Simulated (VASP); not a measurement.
The system is CdF2.

```
Cd F
1.0
     0.00000    2.69400    2.69400
     2.69400    0.00000    2.69400
     2.69400    2.69400    0.00000
Cd F
1 2
Direct
  0.00000 0.00000 0.00000
  0.75000 0.75000 0.75000
  0.25000 0.25000 0.25000
```

Base run:

* Program: VASP 6.6.1
* Functional: LDA
* Potentials or basis: VASP PAW LDA potentials, release 64 (Cd_sv_GW, F)
* Cutoff: 700 eV
* k mesh: 9 × 9 × 9
* Occupations: fermi-dirac, width 0.05 eV
* Spin: no spin polarisation

Its results: band gap on the k mesh 2.84 eV (least direct gap 3.30 eV); pressure -5.9 GPa.

The run is repeated on the same cell with these changes: functional from LDA to r2SCAN; potentials or basis from VASP PAW LDA potentials, release 64 (Cd_sv_GW, F) to VASP PAW PBE potentials, release 64 (Cd_sv_GW, F); cutoff from 700 eV to 660 eV. What comes out?

Band gap on the k mesh 3.82 eV (least direct gap 4.30 eV); pressure -0.5 GPa.

Caveats: an odd mesh through Γ misses points on the zone boundary, where band edges can lie; the cell stands under tension (at least some runs); the PAW data sets were made with another functional, which shifts forces and pressure a little (at least some runs).
